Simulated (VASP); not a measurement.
A run of VASP 6.6.1 is set up as follows.

Contents of INCAR:

```
PREC = Accurate
ENCUT = 600
EDIFF = 1E-6
ISMEAR = 0
SIGMA = 0.1
LREAL = F
LASPH = T
NELM = 60
ALGO = Normal
ISIF = 3
LWAVE = F
LCHARG = F
GGA = PE
IBRION = 2
NSW = 100
EDIFFG = -0.01
```

KPOINTS

```
regular mesh
0
Gamma
  10 10 10
```

POSCAR

```
ScPdC4
1.0
    0.0000000000      3.1121384795      3.1121384795
    3.1121384795      0.0000000000      3.1121384795
    3.1121384795      3.1121384795      0.0000000000
Sc Pd C
1 1 4
Direct
    0.0000000000      0.0000000000      0.0000000000
    0.7500000000      0.7500000000      0.7500000000
    0.3750000000      0.8750000000      0.3750000000
    0.3750000000      0.3750000000      0.8750000000
    0.3750000000      0.3750000000      0.3750000000
    0.8750000000      0.3750000000      0.3750000000
```

Potentials or basis: VASP PAW PBE potentials, release 64 (Sc_sv, Pd, C).

Run with:

```bash
$ cat potpaw_PBE.64/Sc_sv/POTCAR potpaw_PBE.64/Pd/POTCAR potpaw_PBE.64/C/POTCAR > POTCAR
$ mpirun -np 1 vasp_std > vasp.out
```

Question: What does it give for the band gap on the k mesh?

Answer: Zero (an odd number of electrons rules out a gap without spin polarisation).

Question: What does it give for the space group after relaxing (to 0.1 Å)?

Answer: F-43m (No. 216).

Step by step:
| step | energy change (eV) | largest force (eV/Å) | pressure (GPa) | volume (Å³) |
| --- | --- | --- | --- | --- |
| 1 | 0.0000 | 0.2093 | -2.99 | 60.28 |
| 2 | -0.0238 | 0.5340 | 1.32 | 58.66 |
| 3 | -0.0248 | 0.6216 | 2.58 | 58.23 |
| 4 | -0.0386 | 0.8405 | 3.56 | 57.91 |
| 5 | -0.1031 | 1.4873 | 6.67 | 56.96 |
| 6 | -0.3242 | 2.6317 | 13.65 | 55.09 |
| 7 | -0.9508 | 4.0015 | 31.28 | 51.48 |
| 8 | 0.0065 | 1.6839 | 103.36 | 44.73 |
| 9 | -1.0690 | 3.9913 | 40.78 | 50.02 |
| 10 | -1.0338 | 2.3684 | 69.48 | 46.95 |
| 11 | -1.1606 | 3.6176 | 52.02 | 48.62 |
| 12 | -1.1594 | 3.3631 | 56.55 | 48.14 |
| 13 | -1.1604 | 3.3483 | 56.73 | 48.12 |
| 14 | -1.1628 | 3.3027 | 57.38 | 48.06 |
| 15 | -1.1659 | 3.2060 | 58.66 | 47.94 |
| 16 | -1.1650 | 2.9914 | 61.30 | 47.70 |
| 17 | -1.1667 | 3.1188 | 59.78 | 47.84 |
| 18 | -1.1712 | 3.1160 | 59.73 | 47.84 |
| 19 | -1.1845 | 3.1083 | 59.56 | 47.87 |
| 20 | -1.2112 | 3.0943 | 59.25 | 47.91 |
| 21 | -1.2641 | 3.0679 | 58.65 | 48.01 |
| 22 | -1.3684 | 3.0097 | 57.43 | 48.19 |
| 23 | -1.5715 | 2.8882 | 55.09 | 48.57 |
| 24 | -1.9537 | 2.5979 | 50.57 | 49.32 |
| 25 | -2.6156 | 1.8766 | 42.42 | 50.85 |
| 26 | -3.5169 | 0.0215 | 30.23 | 54.01 |
| 27 | -3.5136 | 5.5563 | 20.82 | 60.71 |
| 28 | -3.8141 | 2.6367 | 23.29 | 57.43 |
| 29 | -4.0803 | 1.3889 | 15.24 | 58.94 |
| 30 | -4.2728 | 0.6969 | 1.26 | 62.34 |
| 31 | -4.2746 | 0.5641 | 2.17 | 62.07 |
| 32 | -4.2746 | 0.5175 | 2.51 | 61.98 |
| 33 | -4.2850 | 0.4277 | 1.99 | 62.31 |
| 34 | -4.3036 | 0.1542 | 0.58 | 63.30 |
| 35 | -4.3059 | 0.0144 | -0.07 | 63.79 |
| 36 | -4.3059 | 0.0024 | -0.12 | 63.83 |
